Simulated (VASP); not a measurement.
# WS2 (R3m) in VASP: notebook, part 2 of 2

VASP 6.6.1. The steps go on from the part before.

## (4) Single point, PBEsol

INCAR reads:

```
  ALGO = Normal
  EDIFF = 1E-6
  ENCUT = 500
  GGA = PS
  GGA_COMPAT = False
  ISIF = 2
  ISMEAR = 0
  ISYM = 0
  LASPH = True
  LCHARG = True
  LELF = True
  LREAL = False
  LVHAR = True
  LWAVE = False
  NBANDS = 20
  NELM = 120
  PREC = Accurate
  SIGMA = 0.02
```

KPOINTS reads:

```
k-points
0
Gamma
  9 9 4
```

POSCAR reads:

```
WS2
1.0
    3.1431208285      0.0000000000      0.0000000000
   -1.5715604142      2.7220224846      0.0000000000
    1.5715604142      0.9073408282      6.3813767072
W S
1 2
Direct
    0.0013430279      0.0006715139     -0.0020145418
    0.5040739325      0.2520369663      0.2438891012
    0.8319830396      0.4159915198      0.7520254406
```

Potentials or basis: VASP PAW PBE potentials, release 64 (W_sv, S).

Run with:

```
$ cat potpaw_PBE.64/W_sv/POTCAR potpaw_PBE.64/S/POTCAR > POTCAR
$ mpirun -np 1 vasp_std > vasp.out
```

OUTCAR:

```text
EDIFF = 1E-6
   ENCUT = 500
   GGA = PS
   ISIF = 2
   ISMEAR = 0
   ISYM = 0
   LASPH = True
   LREAL = False
   NELM = 120
   PREC = Accurate

 ion  position               nearest neighbor table
   1  0.001  0.001  0.998-   2 2.40   2 2.40   2 2.40   3 2.40   3 2.40   3 2.40
   2  0.504  0.252  0.244-   1 2.40   1 2.40   1 2.40
   3  0.832  0.416  0.752-   1 2.40   1 2.40   1 2.40

IMPORTANT INFORMATION: All symmetrisations will be switched off!
NOSYMM: (Re-)initialisation of all symmetry stuff for point group C_1.

----------------------------------------------------------------------------------------

                                     Primitive cell

  volume of cell :      54.5968

  direct lattice vectors                    reciprocal lattice vectors
     3.143120828  0.000000000  0.000000000     0.318155125  0.183686947 -0.104470665
    -1.571560414  2.722022485  0.000000000     0.000000000  0.367373894 -0.052235332
     1.571560414  0.907340828  6.381376707     0.000000000  0.000000000  0.156705997

  length of vectors
     3.143120828  3.143120828  6.634383030     0.381939390  0.371068872  0.156705997

  position of ions in fractional coordinates (direct lattice)
     0.001343028  0.000671514  0.997985458
     0.504073932  0.252036966  0.243889101
     0.831983040  0.415991520  0.752025441

  ion indices of the primitive-cell ions
   primitive index   ion index
                 1           1
                 2           2
                 3           3

----------------------------------------------------------------------------------------

 KPOINTS: k-points

Automatic generation of k-mesh.
 Grid dimensions read from file:
 generate k-points for:    9    9    4

 Generating k-lattice:

  Cartesian coordinates                     Fractional coordinates (reciprocal lattice)
     0.035350569  0.020409661 -0.011607852     0.111111111  0.000000000  0.000000000
     0.000000000  0.040819322 -0.005803926     0.000000000  0.111111111  0.000000000
     0.000000000  0.000000000  0.039176499     0.000000000  0.000000000  0.250000000

  Length of vectors
     0.042437710  0.041229875  0.039176499

  Shift w.r.t. Gamma in fractional coordinates (k-lattice)
     0.000000000  0.000000000  0.000000000

 -----------------------------------------------------------------------------
|                                                                             |
|           W    W    AA    RRRRR   N    N  II  N    N   GGGG   !!!           |
|           W    W   A  A   R    R  NN   N  II  NN   N  G    G  !!!           |
|           W    W  A    A  R    R  N N  N  II  N N  N  G       !!!           |
|           W WW W  AAAAAA  RRRRR   N  N N  II  N  N N  G  GGG   !            |
|           WW  WW  A    A  R   R   N   NN  II  N   NN  G    G                |
|           W    W  A    A  R    R  N    N  II  N    N   GGGG   !!!           |
|                                                                             |
|     Your reciprocal lattice and k-lattice belong to different lattice       |
|     classes:                                                                |
|                                                                             |
|        The reciprocal lattice is rhombohedral (trigonal),                   |
|        whereas your k-lattice is base-centered monoclinic.                  |
|                                                                             |
|     Results are often still useful ...                                      |
|                                                                             |
 -----------------------------------------------------------------------------

 WARNING: IBZKPT: internal override: KBLOWUP is changed to .FALSE.
      ... skipping the blow-up phase ...

 Subroutine IBZKPT returns following result:
 ===========================================

 Found    163 irreducible k-points:

 Following reciprocal coordinates:
            Coordinates               Weight
  0.000000  0.000000  0.000000      1.000000
  0.111111  0.000000 -0.000000      2.000000
  0.222222  0.000000  0.000000      2.000000
  0.333333  0.000000 -0.000000      2.000000
  0.444444  0.000000  0.000000      2.000000
  0.000000  0.111111 -0.000000      2.000000
[... 16 lines left out ...]
 -0.111111  0.222222  0.000000      2.000000
  0.000000  0.333333 -0.000000      2.000000
 [... further k-points ...]
   k-points           NKPTS =    163   k-points in BZ     NKDIM =    163   number of bands    NBANDS=     20
   number of dos      NEDOS =    301   number of ions     NIONS =      3
   total plane-waves  NPLWV =  27648
   dimension x,y,z NGX =    24 NGY =   24 NGZ =   48
   dimension x,y,z NGXF=    48 NGYF=   48 NGZF=   96
   ions per type =               1   2
   NGX,Y,Z   is equivalent  to a cutoff of  12.69, 12.69, 12.03 a.u.
   NGXF,Y,Z  is equivalent  to a cutoff of  25.39, 25.39, 24.06 a.u.
 SYSTEM =  unknown system
   PREC   = accura    normal or accurate (medium, high low for compatibility)
   ISTART =      0    job   : 0-new  1-cont  2-samecut
   ICHARG =      2    charge: 1-file 2-atom 10-const
   ISPIN  =      1    spin polarized calculation?
   LNONCOLLINEAR =      F non collinear calculations
   LSORBIT =      F    spin-orbit coupling
   LASPH  =      T    aspherical Exc in radial PAW
   ENCUT  =  500.0 eV  36.75 Ry    6.06 a.u.   5.73  5.73 12.10*2*pi/ulx,y,z
   NELM   =    120;   NELMIN=  2; NELMDL= -5     # of ELM steps
   EDIFF  = 0.1E-05   stopping-criterion for ELM
   LREAL  =      F    real-space projection
   EDIFFG = 0.1E-04   stopping-criterion for IOM
   NSW    =      0    number of steps for IOM
   IBRION =     -1    ionic relax: 0-MD 1-quasi-New 2-CG
   NFREE  =      0    steps in history (QN), initial steepest desc. (CG)
   ISIF   =      2    stress and relaxation
   ISYM   =      0    0-nonsym 1-usesym 2-fastsym
   POTIM  = 0.5000    time-step for ionic-motion
   TEBEG  =    0.0;   TEEND  =   0.0 temperature during run
   PSTRESS=    0.0 pullay stress
   NELECT =      26.0000    total number of electrons
   NUPDOWN=      -1.0000    fix difference up-down
   EMIN   =  10.00;   EMAX   =-10.00  energy-range for DOS
   EFERMI =   0.00;   METHOD = LEGACY
   ISMEAR =     0;   SIGMA  =   0.02  broadening in eV -4-tet -1-fermi 0-gaus
   EFERMI_NEDOS =   21; number of points for ismear=-14 and -15
   IALGO  =     38    algorithm
   IMIX   =      4    mixing-type and parameters
     AMIX     =   0.40;   BMIX     =  1.00
     AMIX_MAG =   1.60;   BMIX_MAG =  1.00
  volume/ion in A,a.u.               =      18.20       122.81
  Fermi-wavevector in a.u.,A,eV,Ry     =   1.278430  2.415882 22.237128  1.634383
  Thomas-Fermi vector in A             =   2.410973
   LORBIT       =      0    0 simple, 1 ext, 2 COOP (PROOUT), +10 PAW based schemes
   GGA     = PS    functional components
   LHFCALC =     F    Hartree Fock is set to
   AEXX    =    0.0000 exact exchange contribution
   IVDW    =     0    specifies the selected vdW correction
   LEPSILON=     F    determine dielectric tensor
   LRPA    =     F    only Hartree local field effects (RPA)
 non-spin polarized calculation
 Gauss-broadening in eV      SIGMA  =   0.02
  energy-cutoff  :      500.00
  volume of cell :       54.60
 maximum number of plane-waves:      1400
   NGX = 11   NGY = 11   NGZ = 25

 number of electron      25.9999998 magnetization

 Free energy of the ion-electron system (eV)
  ---------------------------------------------------
  ext. energy  EPLUGINS =         0.00000000
  ---------------------------------------------------
  free energy    TOTEN  =       -25.27285613 eV

  energy without entropy =      -25.27285613  energy(sigma->0) =      -25.27285613

 E-fermi :   6.9879     XC(G=0): -10.9128

 val. band max:        6.9058632435   @ k =   0.0000   0.0000   0.5000
 cond. band min:       8.1857246710   @ k =  -0.2222   0.3333  -0.0000
 fundamental gap:      1.2798614276
 Fermi energy:         6.9878925504

 k-point     1 :       0.0000    0.0000    0.0000
  band No.  band energies     occupation
      1     -67.4906      2.00000
      2     -31.7722      2.00000
      3     -31.5723      2.00000
      4     -31.5723      2.00000
      5      -8.5697      2.00000
      6      -6.6662      2.00000
[... 541 lines left out ...]
     19      14.3353      0.00000
     20      14.7873      0.00000

 [... further k-points ...]

------------------------ aborting loop because EDIFF is reached ----------------------------------------

  FORCE on cell =-STRESS in cart. coord.  units (eV):
  Direction    XX          YY          ZZ          XY          YZ          ZX
  --------------------------------------------------------------------------------------
  -------------------------------------------------------------------------------------
  Total        0.1413870      0.1413705     -0.0232460      0.0000154     -0.0000697     -0.0001196
  in kB        4.1490894      4.1486048     -0.6821680      0.0004521     -0.0020460     -0.0035091
  external PRESSURE =       2.5385087 kB  Pullay stress =       0.0000000 kB

 VOLUME and BASIS-vectors are now :
 -----------------------------------------------------------------------------
  energy-cutoff  :      500.00
  volume of cell :       54.60
      direct lattice vectors                 reciprocal lattice vectors
     3.143120828  0.000000000  0.000000000     0.318155125  0.183686947 -0.104470665
    -1.571560414  2.722022485  0.000000000     0.000000000  0.367373894 -0.052235332
     1.571560414  0.907340828  6.381376707     0.000000000  0.000000000  0.156705997

 POSITION                                       TOTAL-FORCE (eV/Angst)
 -----------------------------------------------------------------------------------
      1.57156      0.90734      6.36852         0.000068      0.000039     -0.000172
      1.57156      0.90734      1.55635        -0.000005     -0.000003      0.000247
      3.14312      1.81468      4.79896        -0.000062     -0.000036     -0.000075
 -----------------------------------------------------------------------------------
    total drift:                               -0.000008     -0.000004     -0.000193

  FREE ENERGIE OF THE ION-ELECTRON SYSTEM (eV)
  ---------------------------------------------------
  free  energy   TOTEN  =       -25.2728561318 eV

  energy  without entropy=      -25.2728561318  energy(sigma->0) =      -25.27285613
```

OSZICAR:

```text
N       E                     dE             d eps       ncg     rms          rms(c)
DAV:   1     0.194033999089E+03    0.19403E+03   -0.12755E+04  6520   0.125E+03
DAV:   2    -0.164033284899E+02   -0.21044E+03   -0.20380E+03  7572   0.337E+02
DAV:   3    -0.264060036840E+02   -0.10003E+02   -0.99082E+01  8168   0.697E+01
DAV:   4    -0.265519784361E+02   -0.14597E+00   -0.14587E+00  7984   0.909E+00
DAV:   5    -0.265545098718E+02   -0.25314E-02   -0.25313E-02  8224   0.125E+00    0.281E+01
DAV:   6    -0.254625456097E+02    0.10920E+01   -0.53033E+00  7316   0.159E+01    0.114E+01
DAV:   7    -0.253265251114E+02    0.13602E+00   -0.12692E+00  6868   0.630E+00    0.538E+00
DAV:   8    -0.252745459363E+02    0.51979E-01   -0.26421E-01  7584   0.342E+00    0.120E+00
DAV:   9    -0.252731948209E+02    0.13511E-02   -0.12216E-02  8204   0.742E-01    0.547E-01
DAV:  10    -0.252728885925E+02    0.30623E-03   -0.45006E-03  7672   0.471E-01    0.536E-02
DAV:  11    -0.252728406199E+02    0.47973E-04   -0.53361E-04  7360   0.157E-01    0.587E-02
DAV:  12    -0.252728552724E+02   -0.14653E-04   -0.85177E-05  7480   0.717E-02    0.200E-02
DAV:  13    -0.252728560214E+02   -0.74895E-06   -0.13766E-05  7656   0.270E-02    0.520E-03
DAV:  14    -0.252728561318E+02   -0.11046E-06   -0.11634E-06  4916   0.711E-03
   1 F= -.25272856E+02 E0= -.25272856E+02  d E =-.172266E-11
```

Run time: 3.3 min. Hardware: 1 thread of Intel Xeon 8259CL, shared host; peak memory 0.28 GiB.

What came out:

| Property | Result |
| --- | --- |
| Free energy | -25.2729 eV |
| Pressure | 0.3 GPa |
| Band gap on the k mesh | 1.28 eV, indirect (least direct gap 1.96 eV) |

Stress tensor (GPa, compression positive):
```
 0.41  0.00  0.00
 0.00  0.41  0.00
 0.00  0.00 -0.07
```

Caveat: the PAW data sets were made with another functional, which shifts forces and pressure a little; spin-orbit coupling is left out, which moves the levels of the heavy elements; this functional lacks dispersion, which binds the layers, so the pressure and a relaxed spacing across them are unreliable. A k mesh can miss the band edges.
